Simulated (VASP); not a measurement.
# Sr (Pm-3m) in VASP: single point with revPBE

Aim: the single point of Sr with revPBE.

Program: VASP 6.6.1. These are calculated values, not measurements. Logs are shortened: lines on timing, memory, paths and dates and some standing lists are left out, and cuts for length are marked.

## 1. The cell of the first run

Symmetry: Pm-3m, No. 221, cubic system. The conventional cell has a = 3.946 Å, b = 3.946 Å, c = 3.946 Å, α = 90.00°, β = 90.00°, γ = 90.00°. Sr (site symmetry m-3m) has 6 Sr at 3.95 Å within 5.2 Å.

## 2. Single point, revPBE

File INCAR:

```
SYSTEM = Sr
ALGO = Normal
EDIFF = 1E-6
ENCUT = 500
GGA = RE
GGA_COMPAT = .False.
ISIF = 2
ISMEAR = -1
LASPH = .True.
LCHARG = .False.
LREAL = .False.
LWAVE = .False.
NBANDS = 11
NELM = 120
PREC = Accurate
SIGMA = 0.1
```

File KPOINTS:

```
k-points
0
Gamma
  13 13 13
  0 0 0
```

File POSCAR:

```
Sr
1.0
    3.9458961934      0.0000000000      0.0000000000
    0.0000000000      3.9458961934      0.0000000000
    0.0000000000      0.0000000000      3.9458961934
Sr
1
Direct
    0.0000000000      0.0000000000      0.0000000000
```

Potentials or basis: VASP PAW PBE potentials, release 64 (Sr_sv).

Launch:

```sh
> cat potpaw_PBE.64/Sr_sv/POTCAR > POTCAR
> mpirun -np 1 vasp_std > vasp.out
```

OUTCAR:

```text
SYSTEM = Sr
   EDIFF = 1E-6
   ENCUT = 500
   GGA = RE
   ISIF = 2
   ISMEAR = -1
   LASPH = .True.
   LREAL = .False.
   NELM = 120
   PREC = Accurate

 ion  position               nearest neighbor table
   1  0.000  0.000  0.000-

  LATTYP: Found a simple cubic cell.
 ALAT       =     3.9458961934

  Lattice vectors:

 A1 = (   3.9458961934,   0.0000000000,   0.0000000000)
 A2 = (   0.0000000000,   3.9458961934,   0.0000000000)
 A3 = (   0.0000000000,   0.0000000000,   3.9458961934)

Analysis of symmetry for initial positions (statically):
=====================================================================
 Subroutine PRICEL returns:
 Original cell was already a primitive cell.

 Routine SETGRP: Setting up the symmetry group for a
 simple cubic supercell.

 Subroutine GETGRP returns: Found 48 space group operations
 (whereof 48 operations were pure point group operations)
 out of a pool of 48 trial point group operations.

The static configuration has the point symmetry O_h .

Analysis of symmetry for dynamics (positions and initial velocities):
=====================================================================
 Subroutine PRICEL returns:
 Original cell was already a primitive cell.

 Routine SETGRP: Setting up the symmetry group for a
 simple cubic supercell.

 Subroutine GETGRP returns: Found 48 space group operations
 (whereof 48 operations were pure point group operations)
 out of a pool of 48 trial point group operations.

The dynamic configuration has the point symmetry O_h .

 Subroutine INISYM returns: Found 48 space group operations
 (whereof 48 operations are pure point group operations),
 and found     1 'primitive' translations

----------------------------------------------------------------------------------------

                                     Primitive cell

  volume of cell :      61.4380

  direct lattice vectors                    reciprocal lattice vectors
     3.945896193  0.000000000  0.000000000     0.253427853  0.000000000  0.000000000
     0.000000000  3.945896193  0.000000000     0.000000000  0.253427853  0.000000000
     0.000000000  0.000000000  3.945896193     0.000000000  0.000000000  0.253427853

  length of vectors
     3.945896193  3.945896193  3.945896193     0.253427853  0.253427853  0.253427853

  position of ions in fractional coordinates (direct lattice)
     0.000000000  0.000000000  0.000000000

  ion indices of the primitive-cell ions
   primitive index   ion index
                 1           1

----------------------------------------------------------------------------------------

 KPOINTS: k-points

Automatic generation of k-mesh.
 Grid dimensions read from file:
 generate k-points for:   13   13   13

 Generating k-lattice:

  Cartesian coordinates                     Fractional coordinates (reciprocal lattice)
     0.019494450  0.000000000  0.000000000     0.076923077  0.000000000  0.000000000
     0.000000000  0.019494450  0.000000000     0.000000000  0.076923077  0.000000000
     0.000000000  0.000000000  0.019494450     0.000000000  0.000000000  0.076923077

  Length of vectors
     0.019494450  0.019494450  0.019494450

  Shift w.r.t. Gamma in fractional coordinates (k-lattice)
     0.000000000  0.000000000  0.000000000

 Subroutine IBZKPT returns following result:
 ===========================================

 Found     84 irreducible k-points:

 Following reciprocal coordinates:
            Coordinates               Weight
  0.000000  0.000000  0.000000      1.000000
  0.076923  0.000000  0.000000      6.000000
  0.153846  0.000000  0.000000      6.000000
  0.230769  0.000000  0.000000      6.000000
  0.307692  0.000000  0.000000      6.000000
  0.384615  0.000000  0.000000      6.000000
[... 16 lines left out ...]
  0.307692  0.307692  0.000000     12.000000
  0.384615  0.307692  0.000000     24.000000
 [... further k-points ...]
   k-points           NKPTS =     84   k-points in BZ     NKDIM =     84   number of bands    NBANDS=     11
   number of dos      NEDOS =    301   number of ions     NIONS =      1
   total plane-waves  NPLWV =  27000
   dimension x,y,z NGX =    30 NGY =   30 NGZ =   30
   dimension x,y,z NGXF=    60 NGYF=   60 NGZF=   60
   ions per type =               1
   NGX,Y,Z   is equivalent  to a cutoff of  12.64, 12.64, 12.64 a.u.
   NGXF,Y,Z  is equivalent  to a cutoff of  25.28, 25.28, 25.28 a.u.
 SYSTEM =  Sr
   PREC   = accura    normal or accurate (medium, high low for compatibility)
   ISTART =      0    job   : 0-new  1-cont  2-samecut
   ICHARG =      2    charge: 1-file 2-atom 10-const
   ISPIN  =      1    spin polarized calculation?
   LNONCOLLINEAR =      F non collinear calculations
   LSORBIT =      F    spin-orbit coupling
   LASPH  =      T    aspherical Exc in radial PAW
   ENCUT  =  500.0 eV  36.75 Ry    6.06 a.u.   7.19  7.19  7.19*2*pi/ulx,y,z
   NELM   =    120;   NELMIN=  2; NELMDL= -5     # of ELM steps
   EDIFF  = 0.1E-05   stopping-criterion for ELM
   LREAL  =      F    real-space projection
   EDIFFG = 0.1E-04   stopping-criterion for IOM
   NSW    =      0    number of steps for IOM
   IBRION =     -1    ionic relax: 0-MD 1-quasi-New 2-CG
   NFREE  =      0    steps in history (QN), initial steepest desc. (CG)
   ISIF   =      2    stress and relaxation
   ISYM   =      2    0-nonsym 1-usesym 2-fastsym
   POTIM  = 0.5000    time-step for ionic-motion
   TEBEG  =    0.0;   TEEND  =   0.0 temperature during run
   PSTRESS=    0.0 pullay stress
   NELECT =      10.0000    total number of electrons
   NUPDOWN=      -1.0000    fix difference up-down
   EMIN   =  10.00;   EMAX   =-10.00  energy-range for DOS
   EFERMI =   0.00;   METHOD = LEGACY
   ISMEAR =    -1;   SIGMA  =   0.10  broadening in eV -4-tet -1-fermi 0-gaus
   EFERMI_NEDOS =   21; number of points for ismear=-14 and -15
   IALGO  =     38    algorithm
   IMIX   =      4    mixing-type and parameters
     AMIX     =   0.40;   BMIX     =  1.00
     AMIX_MAG =   1.60;   BMIX_MAG =  1.00
  volume/ion in A,a.u.               =      61.44       414.60
  Fermi-wavevector in a.u.,A,eV,Ry     =   0.893846  1.689123 10.870510  0.798960
  Thomas-Fermi vector in A             =   2.015975
   LORBIT       =      0    0 simple, 1 ext, 2 COOP (PROOUT), +10 PAW based schemes
   GGA     = RE    functional components
   LHFCALC =     F    Hartree Fock is set to
   AEXX    =    0.0000 exact exchange contribution
   IVDW    =     0    specifies the selected vdW correction
   LEPSILON=     F    determine dielectric tensor
   LRPA    =     F    only Hartree local field effects (RPA)
 non-spin polarized calculation
  energy-cutoff  :      500.00
  volume of cell :       61.44
 maximum number of plane-waves:      1578
 NGX is ok and might be reduce to    30
   NGX = 15   NGY = 15   NGZ = 15

 number of electron      10.0000000 magnetization

 Free energy of the ion-electron system (eV)
  ---------------------------------------------------
  ext. energy  EPLUGINS =         0.00000000
  ---------------------------------------------------
  free energy    TOTEN  =        -1.11529513 eV

  energy without entropy =       -1.07121270  energy(sigma->0) =       -1.09325391

 E-fermi :   1.1657     XC(G=0):  -6.9258

 val. band max:        1.1610177740   @ k =   0.3846   0.3846   0.3077
 cond. band min:       1.1909343497   @ k =   0.4615   0.3077   0.3077
 fundamental gap:      0.0299165757
 Fermi energy:         1.1656700531

 k-point     1 :       0.0000    0.0000    0.0000
  band No.  band energies     occupation
      1     -35.8332      2.00000
      2     -17.7075      2.00000
      3     -17.7075      2.00000
      4     -17.7075      2.00000
      5      -2.1269      2.00000
      6       1.9389      0.00088
      7       1.9389      0.00088
      8       5.8245      0.00000
      9       5.8245      0.00000
     10       5.8245      0.00000
     11       8.1318      0.00000

 k-point     2 :       0.0769    0.0000    0.0000
  band No.  band energies     occupation
      1     -35.8325      2.00000
      2     -17.7201      2.00000
      3     -17.7065      2.00000
      4     -17.7065      2.00000
      5      -2.0546      2.00000
      6       1.9651      0.00067
      7       1.9680      0.00066
      8       5.6513      0.00000
      9       5.6513      0.00000
     10       5.8339      0.00000
     11       7.7364      0.00000

 k-point     3 :       0.1538    0.0000    0.0000
  band No.  band energies     occupation
      1     -35.8304      2.00000
      2     -17.7549      2.00000
      3     -17.7036      2.00000
      4     -17.7036      2.00000
      5      -1.8435      2.00000
      6       2.0246      0.00037
      7       2.0397      0.00032
      8       5.2740      0.00000
      9       5.2740      0.00000
     10       5.8604      0.00000
     11       7.0447      0.00000

 k-point     4 :       0.2308    0.0000    0.0000
  band No.  band energies     occupation
      1     -35.8276      2.00000
      2     -17.8034      2.00000
      3     -17.6995      2.00000
      4     -17.6995      2.00000
      5      -1.5092      2.00000
      6       2.0148      0.00041
      7       2.1511      0.00010
      8       4.8718      0.00000
      9       4.8718      0.00000
     10       5.8983      0.00000
     11       6.5247      0.00000
[... 239 lines left out ...]
 k-point    22 :       0.4615    0.2308    0.0000
  band No.  band energies     occupation
      1     -35.8150      2.00000
      2     -17.9074      2.00000
      3     -17.7815      2.00000
      4     -17.6817      2.00000
      5       0.4798      1.99790
      6       1.0649      1.46496
      7       2.8379      0.00000
      8       3.6096      0.00000
      9       4.3240      0.00000
     10       5.2217      0.00000
     11       6.9401      0.00000

 k-point    23 :       0.3077    0.3077    0.0000
  band No.  band energies     occupation
      1     -35.8159      2.00000
      2     -17.8400      2.00000
      3     -17.8356      2.00000
      4     -17.6830      2.00000
      5      -0.1221      1.99999
      6       1.8702      0.00174
      7       2.7471      0.00000
      8       3.4859      0.00000
      9       4.6690      0.00000
     10       4.8981      0.00000
     11       7.0938      0.00000

 k-point    24 :       0.3846    0.3077    0.0000
  band No.  band energies     occupation
      1     -35.8134      2.00000
      2     -17.8784      2.00000
      3     -17.8330      2.00000
      4     -17.6795      2.00000
      5       0.3028      1.99964
      6       1.5939      0.02724
      7       2.9025      0.00000
      8       3.4600      0.00000
      9       4.5269      0.00000
     10       4.8771      0.00000
     11       6.9478      0.00000

 [... further k-points ...]
[... 5 lines left out ...]
  --------------------------------------------------------------------------------------
  -------------------------------------------------------------------------------------
  Total       -0.0141788     -0.0141788     -0.0141788      0.0000000      0.0000000     -0.0000000
  in kB       -0.3697539     -0.3697539     -0.3697539      0.0000000      0.0000000     -0.0000000
  external PRESSURE =      -0.3697539 kB  Pullay stress =       0.0000000 kB

 VOLUME and BASIS-vectors are now :
 -----------------------------------------------------------------------------
  energy-cutoff  :      500.00
  volume of cell :       61.44
      direct lattice vectors                 reciprocal lattice vectors
     3.945896193  0.000000000  0.000000000     0.253427853  0.000000000  0.000000000
     0.000000000  3.945896193  0.000000000     0.000000000  0.253427853  0.000000000
     0.000000000  0.000000000  3.945896193     0.000000000  0.000000000  0.253427853

 POSITION                                       TOTAL-FORCE (eV/Angst)
 -----------------------------------------------------------------------------------
      0.00000      0.00000      0.00000         0.000000      0.000000      0.000000
 -----------------------------------------------------------------------------------
    total drift:                                0.000000      0.000000     -0.000000

  FREE ENERGIE OF THE ION-ELECTRON SYSTEM (eV)
  ---------------------------------------------------
  free  energy   TOTEN  =        -1.1152951264 eV

  energy  without entropy=       -1.0712127014  energy(sigma->0) =       -1.09325391
```

Wall time 53 s (1 thread of Intel Xeon 8259CL, shared host); peak memory 0.2 GiB.

What came out:

```yaml
Free_energy: -1.1153 eV
Pressure: 0.0 GPa
Band_gap_on_the_k_mesh: zero (band 5 reaches 1.72 eV, above the bottom of band 6 at 1.00 eV)
```

Caveat: the PAW data sets were made with another functional, which shifts forces and pressure a little.
